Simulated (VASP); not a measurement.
# W (Im-3m) in VASP: notebook

The runs below take W through single point, relaxation of cell and atoms, with LDA.

Everything below comes from runs of VASP 6.6.1. Logs are shortened: lines on timing, memory, paths and dates and some standing lists are left out, and cuts for length are marked.

## (1) The cell of the first run

The structure is cubic, space group Im-3m (No. 229). Conventional cell: a = 3.195 Å, b = 3.195 Å, c = 3.195 Å, α = 90.00°, β = 90.00°, γ = 90.00°. Within 3.6 Å of W (site symmetry m-3m) lie 14 W at 2.77 to 3.20 Å.

## (2) Single point, LDA

Contents of INCAR:

```
PREC     = Accurate       # precision mode
ENCUT    = 520            # plane-wave cutoff, eV
EDIFF    = 1E-6           # SCF threshold, eV
ISMEAR   = -1             # smearing method
SIGMA    = 0.05           # smearing width, eV
LREAL    = False          # projectors in reciprocal space
LASPH    = True           # aspherical terms in the spheres
NELM     = 100            # most SCF steps
ALGO     = Normal         # electronic algorithm
ISIF     = 2              # what is computed and relaxed
LWAVE    = False          # write WAVECAR
LCHARG   = False          # write CHGCAR
NBANDS   = 13             # bands
```

Contents of KPOINTS:

```
Automatic mesh
0
Gamma
  18 18 18
```

Contents of POSCAR:

```
W
1.0
   -1.5977068952      1.5977068952      1.5977068952
    1.5977068952     -1.5977068952      1.5977068952
    1.5977068952      1.5977068952     -1.5977068952
W
1
Direct
    0.0000000000      0.0000000000      0.0000000000
```

Potentials or basis: VASP PAW LDA potentials, release 64 (W_sv).

Run with:

```
> cat potpaw_LDA.64/W_sv/POTCAR > POTCAR
> mpirun -np 1 vasp_std > vasp.out
```

OUTCAR:

```text
PREC = Accurate
   ENCUT = 520
   EDIFF = 1E-6
   ISMEAR = -1
   LREAL = False
   LASPH = True
   NELM = 100
   ISIF = 2

 ion  position               nearest neighbor table
   1  0.000  0.000  0.000-

  LATTYP: Found a body centered cubic cell.
 ALAT       =     3.1954137904

  Lattice vectors:

 A1 = (  -1.5977068952,   1.5977068952,   1.5977068952)
 A2 = (   1.5977068952,  -1.5977068952,   1.5977068952)
 A3 = (   1.5977068952,   1.5977068952,  -1.5977068952)

Analysis of symmetry for initial positions (statically):
=====================================================================
 Subroutine PRICEL returns:
 Original cell was already a primitive cell.

 Routine SETGRP: Setting up the symmetry group for a
 body centered cubic supercell.

 Subroutine GETGRP returns: Found 48 space group operations
 (whereof 48 operations were pure point group operations)
 out of a pool of 48 trial point group operations.

The static configuration has the point symmetry O_h .

Analysis of symmetry for dynamics (positions and initial velocities):
=====================================================================
 Subroutine PRICEL returns:
 Original cell was already a primitive cell.

 Routine SETGRP: Setting up the symmetry group for a
 body centered cubic supercell.

 Subroutine GETGRP returns: Found 48 space group operations
 (whereof 48 operations were pure point group operations)
 out of a pool of 48 trial point group operations.

The dynamic configuration has the point symmetry O_h .

 Subroutine INISYM returns: Found 48 space group operations
 (whereof 48 operations are pure point group operations),
 and found     1 'primitive' translations

----------------------------------------------------------------------------------------

                                     Primitive cell

  volume of cell :      16.3137

  direct lattice vectors                    reciprocal lattice vectors
    -1.597706895  1.597706895  1.597706895     0.000000000  0.312948515  0.312948515
     1.597706895 -1.597706895  1.597706895     0.312948515  0.000000000  0.312948515
     1.597706895  1.597706895 -1.597706895     0.312948515  0.312948515  0.000000000

  length of vectors
     2.767309518  2.767309518  2.767309518     0.442576034  0.442576034  0.442576034

  position of ions in fractional coordinates (direct lattice)
     0.000000000  0.000000000  0.000000000

  ion indices of the primitive-cell ions
   primitive index   ion index
                 1           1

----------------------------------------------------------------------------------------

 KPOINTS: Automatic mesh

Automatic generation of k-mesh.
 Grid dimensions read from file:
 generate k-points for:   18   18   18

 Generating k-lattice:

  Cartesian coordinates                     Fractional coordinates (reciprocal lattice)
     0.000000000  0.017386029  0.017386029     0.055555556  0.000000000  0.000000000
     0.017386029  0.000000000  0.017386029     0.000000000  0.055555556  0.000000000
     0.017386029  0.017386029  0.000000000     0.000000000  0.000000000  0.055555556

  Length of vectors
     0.024587557  0.024587557  0.024587557

  Shift w.r.t. Gamma in fractional coordinates (k-lattice)
     0.000000000  0.000000000  0.000000000

 Subroutine IBZKPT returns following result:
 ===========================================

 Found    195 irreducible k-points:

 Following reciprocal coordinates:
            Coordinates               Weight
  0.000000  0.000000  0.000000      1.000000
  0.055556  0.000000  0.000000     12.000000
  0.111111  0.000000  0.000000     12.000000
  0.166667  0.000000  0.000000     12.000000
  0.222222  0.000000  0.000000     12.000000
  0.277778  0.000000  0.000000     12.000000
[... 16 lines left out ...]
  0.333333  0.111111 -0.000000     48.000000
  0.388889  0.111111 -0.000000     48.000000
 [... further k-points ...]
   k-points           NKPTS =    195   k-points in BZ     NKDIM =    195   number of bands    NBANDS=     13
   number of dos      NEDOS =    301   number of ions     NIONS =      1
   total plane-waves  NPLWV =  13824
   dimension x,y,z NGX =    24 NGY =   24 NGZ =   24
   dimension x,y,z NGXF=    48 NGYF=   48 NGZF=   48
   ions per type =               1
   NGX,Y,Z   is equivalent  to a cutoff of  14.42, 14.42, 14.42 a.u.
   NGXF,Y,Z  is equivalent  to a cutoff of  28.84, 28.84, 28.84 a.u.
 SYSTEM =  unknown system
   PREC   = accura    normal or accurate (medium, high low for compatibility)
   ISTART =      0    job   : 0-new  1-cont  2-samecut
   ICHARG =      2    charge: 1-file 2-atom 10-const
   ISPIN  =      1    spin polarized calculation?
   LNONCOLLINEAR =      F non collinear calculations
   LSORBIT =      F    spin-orbit coupling
   LASPH  =      T    aspherical Exc in radial PAW
   ENCUT  =  520.0 eV  38.22 Ry    6.18 a.u.   5.15  5.15  5.15*2*pi/ulx,y,z
   NELM   =    100;   NELMIN=  2; NELMDL= -5     # of ELM steps
   EDIFF  = 0.1E-05   stopping-criterion for ELM
   LREAL  =      F    real-space projection
   EDIFFG = 0.1E-04   stopping-criterion for IOM
   NSW    =      0    number of steps for IOM
   IBRION =     -1    ionic relax: 0-MD 1-quasi-New 2-CG
   NFREE  =      0    steps in history (QN), initial steepest desc. (CG)
   ISIF   =      2    stress and relaxation
   ISYM   =      2    0-nonsym 1-usesym 2-fastsym
   POTIM  = 0.5000    time-step for ionic-motion
   TEBEG  =    0.0;   TEEND  =   0.0 temperature during run
   PSTRESS=    0.0 pullay stress
   NELECT =      14.0000    total number of electrons
   NUPDOWN=      -1.0000    fix difference up-down
   EMIN   =  10.00;   EMAX   =-10.00  energy-range for DOS
   EFERMI =   0.00;   METHOD = LEGACY
   ISMEAR =    -1;   SIGMA  =   0.05  broadening in eV -4-tet -1-fermi 0-gaus
   EFERMI_NEDOS =   21; number of points for ismear=-14 and -15
   IALGO  =     38    algorithm
   IMIX   =      4    mixing-type and parameters
     AMIX     =   0.40;   BMIX     =  1.00
     AMIX_MAG =   1.60;   BMIX_MAG =  1.00
  volume/ion in A,a.u.               =      16.31       110.09
  Fermi-wavevector in a.u.,A,eV,Ry     =   1.555728  2.939900 32.930050  2.420290
  Thomas-Fermi vector in A             =   2.659627
   LORBIT       =      0    0 simple, 1 ext, 2 COOP (PROOUT), +10 PAW based schemes
   GGA     = CA    functional components
   LHFCALC =     F    Hartree Fock is set to
   AEXX    =    0.0000 exact exchange contribution
   IVDW    =     0    specifies the selected vdW correction
   LEPSILON=     F    determine dielectric tensor
   LRPA    =     F    only Hartree local field effects (RPA)
 non-spin polarized calculation
  energy-cutoff  :      520.00
  volume of cell :       16.31
 maximum number of plane-waves:       466
 NGX is ok and might be reduce to    24
   NGX = 11   NGY = 11   NGZ = 11

 number of electron      14.0000002 magnetization

 Free energy of the ion-electron system (eV)
  ---------------------------------------------------
  ext. energy  EPLUGINS =         0.00000000
  ---------------------------------------------------
  free energy    TOTEN  =       -14.06246560 eV

  energy without entropy =      -14.05715403  energy(sigma->0) =      -14.05980981

 E-fermi :  10.8893     XC(G=0): -13.6689

 val. band max:       10.8892141960   @ k =  -0.2778   0.3333   0.2222
 cond. band min:      10.8947900771   @ k =   0.5000   0.5000   0.2222
 fundamental gap:      0.0055758810
 Fermi energy:        10.8893055890

 k-point     1 :       0.0000    0.0000    0.0000
  band No.  band energies     occupation
      1     -62.8826      2.00000
      2     -26.7318      2.00000
      3     -26.7318      2.00000
      4     -26.7318      2.00000
      5       1.5126      2.00000
      6       9.6882      2.00000
      7       9.6882      2.00000
      8       9.6882      2.00000
      9      13.0168      0.00000
     10      13.0168      0.00000
     11      25.4140      0.00000
     12      25.4140      0.00000
     13      25.4140      0.00000

 k-point     2 :       0.0556    0.0000    0.0000
  band No.  band energies     occupation
      1     -62.8790      2.00000
      2     -26.7706      2.00000
      3     -26.7440      2.00000
      4     -26.7320      2.00000
      5       1.6580      2.00000
      6       9.6013      2.00000
      7       9.6701      2.00000
      8       9.8275      2.00000
      9      12.8787      0.00000
     10      13.0182      0.00000
     11      25.5364      0.00000
     12      25.6603      0.00000
     13      25.7625      0.00000

 k-point     3 :       0.1111    0.0000    0.0000
  band No.  band energies     occupation
      1     -62.8685      2.00000
      2     -26.8810      2.00000
      3     -26.7788      2.00000
      4     -26.7324      2.00000
      5       2.0786      2.00000
      6       9.3609      2.00000
      7       9.5899      2.00000
      8      10.2410      2.00000
      9      12.5809      0.00000
     10      13.0290      0.00000
     11      25.8413      0.00000
     12      26.3774      0.00000
     13      26.6509      0.00000

 k-point     4 :       0.1667    0.0000    0.0000
  band No.  band energies     occupation
      1     -62.8523      2.00000
      2     -27.0472      2.00000
      3     -26.8319      2.00000
      4     -26.7332      2.00000
      5       2.7231      2.00000
      6       9.0172      2.00000
      7       9.4062      2.00000
      8      10.9145      0.75340
      9      12.3596      0.00000
     10      13.0653      0.00000
     11      26.0983      0.00000
     12      27.5096      0.00000
     13      27.5822      0.00000

 k-point     5 :       0.2222    0.0000    0.0000
  band No.  band energies     occupation
      1     -62.8325      2.00000
      2     -27.2463      2.00000
      3     -26.8963      2.00000
      4     -26.7341      2.00000
      5       3.4909      2.00000
      6       8.6294      2.00000
      7       9.1778      2.00000
      8      11.8229      0.00000
      9      12.3538      0.00000
     10      13.1435      0.00000
     11      25.8995      0.00000
     12      27.6080      0.00000
     13      28.9871      0.00000
[... 257 lines left out ...]
 k-point    22 :       0.2778    0.1111    0.0000
  band No.  band energies     occupation
      1     -62.7862      2.00000
      2     -27.6403      2.00000
      3     -27.0503      2.00000
      4     -26.7870      2.00000
      5       5.0793      2.00000
      6       7.9616      2.00000
      7       8.9940      2.00000
      8      12.4570      0.00000
      9      13.6979      0.00000
     10      14.8173      0.00000
     11      23.9135      0.00000
     12      25.3312      0.00000
     13      29.5935      0.00000

 k-point    23 :       0.3333    0.1111   -0.0000
  band No.  band energies     occupation
      1     -62.7708      2.00000
      2     -27.7678      2.00000
      3     -27.1124      2.00000
      4     -26.7891      2.00000
      5       5.2503      2.00000
      6       7.7391      2.00000
      7       9.6437      2.00000
      8      12.7267      0.00000
      9      13.8350      0.00000
     10      16.0717      0.00000
     11      22.5924      0.00000
     12      24.1076      0.00000
     13      28.3327      0.00000

 k-point    24 :       0.3889    0.1111   -0.0000
  band No.  band energies     occupation
      1     -62.7608      2.00000
      2     -27.8497      2.00000
      3     -27.1531      2.00000
      4     -26.7904      2.00000
      5       5.2528      2.00000
      6       7.6026      2.00000
      7      10.3645      1.99994
      8      12.8007      0.00000
      9      14.0639      0.00000
     10      17.0801      0.00000
     11      21.4215      0.00000
     12      23.3912      0.00000
     13      27.3401      0.00000

 [... further k-points ...]
[... 5 lines left out ...]
  --------------------------------------------------------------------------------------
  -------------------------------------------------------------------------------------
  Total       -1.5659142     -1.5659142     -1.5659142     -0.0000000     -0.0000000     -0.0000000
  in kB     -153.7896891   -153.7896891   -153.7896891     -0.0000000     -0.0000000     -0.0000000
  external PRESSURE =    -153.7896891 kB  Pullay stress =       0.0000000 kB

 VOLUME and BASIS-vectors are now :
 -----------------------------------------------------------------------------
  energy-cutoff  :      520.00
  volume of cell :       16.31
      direct lattice vectors                 reciprocal lattice vectors
    -1.597706895  1.597706895  1.597706895     0.000000000  0.312948515  0.312948515
     1.597706895 -1.597706895  1.597706895     0.312948515  0.000000000  0.312948515
     1.597706895  1.597706895 -1.597706895     0.312948515  0.312948515  0.000000000

 POSITION                                       TOTAL-FORCE (eV/Angst)
 -----------------------------------------------------------------------------------
      0.00000      0.00000      0.00000        -0.000000     -0.000000      0.000000
 -----------------------------------------------------------------------------------
    total drift:                               -0.000000      0.000000      0.000000

  FREE ENERGIE OF THE ION-ELECTRON SYSTEM (eV)
  ---------------------------------------------------
  free  energy   TOTEN  =       -14.0624655994 eV

  energy  without entropy=      -14.0571540277  energy(sigma->0) =      -14.05980981
```

Run time: 10 s. Hardware: 1 thread of Intel Xeon 6975P-C (Granite Rapids), shared host; peak memory 0.16 GiB.

What came out:

- Free energy: -14.0625 eV
- Pressure: -15.4 GPa
- Band gap on the k mesh: zero (bands 7 and 8 overlap by 6.15 eV)

Levels at points of the mesh, in eV from the Fermi level:
```tsv
k point	band 4	band 5	band 6	band 7	band 8	band 9	band 10	band 11
(0.00, 0.00, 0.00)	-37.62	-9.38	-1.20	-1.20	-1.20	2.13	2.13	14.52
(0.50, 0.00, 0.00)	-37.63	-6.06	-3.44	0.75	2.01	2.94	5.89	10.63
(0.50, 0.50, 0.50)	-38.46	-5.61	-5.61	4.95	4.95	4.95	8.13	8.13
```

Caveat: the cell stands under tension; spin-orbit coupling is left out, which moves the levels of the heavy elements.

## (3) Relaxation of cell and atoms, LDA

This run uses another cell than the first one, of 15.42 Å³/atom.

Contents of INCAR:

```
PREC = Accurate
ENCUT = 600
EDIFF = 1E-6
ISMEAR = -1
SIGMA = 0.05
LREAL = False
LASPH = True
NELM = 60
ALGO = Normal
ISIF = 3
LWAVE = False
LCHARG = False
GGA = CA
IBRION = 2
NSW = 45
EDIFFG = -0.005
```

Contents of KPOINTS:

```
regular mesh
0
Gamma
  18 18 18
```

Contents of POSCAR:

```
W
1.0
   -1.5679129444      1.5679129444      1.5679129444
    1.5679129444     -1.5679129444      1.5679129444
    1.5679129444      1.5679129444     -1.5679129444
W
1
Direct
    0.0000000000      0.0000000000      0.0000000000
```

Potentials or basis: VASP PAW LDA potentials, release 64 (W_sv).

Run with:

```
> cat potpaw_LDA.64/W_sv/POTCAR > POTCAR
> mpirun -np 1 vasp_std > vasp.out
```

Wall time 22 s (1 thread of Intel Xeon 6975P-C (Granite Rapids), shared host); peak memory 0.16 GiB.

It converged, with:

* Free energy: -14.1025 eV
* Relaxed volume: 15.51 Å³/atom
* Relaxed cell: a = 2.721 Å, b = 2.721 Å, c = 2.721 Å, α = 109.47°, β = 109.47°, γ = 109.47°
* Space group after relaxing (to 0.1 Å): Im-3m (No. 229)
* Energy gained by relaxing: 0.6 meV/atom
* Ionic steps: 4
* Pressure after relaxing: 0.0 GPa
* Band gap on the k mesh: zero (bands 7 and 8 overlap by 6.60 eV)

The path:
```
step  energy change (eV)  largest force (eV/Å)  pressure (GPa)  volume (Å³)
   1              0.0000                0.0000            2.02        15.42
   2              0.0072                0.0000           -7.08        15.86
   3             -0.0006                0.0000           -0.06        15.51
   4             -0.0006                0.0000            0.01        15.51
```

Final structure:
```xyz
1
Lattice="-1.5710 1.5710 1.5710 1.5710 -1.5710 1.5710 1.5710 1.5710 -1.5710" Properties=species:S:1:pos:R:3 pbc="T T T"
W     0.0000    0.0000    0.0000
```

Levels at points of the mesh, in eV from the Fermi level:
```tsv
k point	band 5	band 6	band 7	band 8	band 9	band 10
(0.00, 0.00, 0.00)	-9.65	-1.29	-1.29	-1.29	2.25	2.25
(0.50, 0.00, 0.00)	-6.39	-3.68	0.93	2.17	3.15	6.34
(0.50, 0.50, 0.50)	-6.02	-6.02	5.32	5.32	5.32	8.55
```

Caveat: spin-orbit coupling is left out, which moves the levels of the heavy elements.
